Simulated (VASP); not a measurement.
# HgTe (Coloradoite): single point with RPBE+D4

Crystal: HgTe (Coloradoite).

```
CELL_PARAMETERS angstrom
0.00000 3.19293 3.19293
3.19293 0.00000 3.19293
3.19293 3.19293 0.00000
ATOMIC_POSITIONS crystal
Hg 0.00000 0.00000 0.00000
Te 0.75000 0.75000 0.75000
```

```
Program                : VASP 6.6.1
Task                   : single point
Functional             : RPBE
Dispersion             : D4
Potentials or basis    : VASP PAW PBE potentials, release 64 (Hg, Te)
Cutoff                 : 520 eV
k mesh                 : 7 × 7 × 7
Occupations            : fermi-dirac, width 0.05 eV
Spin                   : no spin polarisation
Dipole correction      : no
Further INCAR settings : ALGO = Normal; EDIFF = 1e-07; NBANDS = 16
```

| Property | Result |
| --- | --- |
| Pressure | 3.4 GPa |
| Band gap on the k mesh | zero (filled and empty bands touch) |
| Dispersion energy per atom | -0.704 eV |

Levels at points of the mesh, in eV from the Fermi level:
| k point | band 6 | band 7 | band 8 | band 9 | band 10 | band 11 | band 12 | band 13 |
| --- | --- | --- | --- | --- | --- | --- | --- | --- |
| (0.00, 0.00, 0.00) | -7.05 | -0.57 | -0.04 | -0.04 | -0.04 | 4.16 | 4.16 | 4.16 |

Wall time 17 s on 1 thread of Intel(R) Xeon(R) 6975P-C (Granite Rapids), with other jobs on the host, peak memory 0.21 GiB.

Caveat: the PAW data sets were made with another functional, which shifts forces and pressure a little; spin-orbit coupling is left out, which moves the levels of the heavy elements; pairwise dispersion overbinds metals, which lowers pressure and volume.
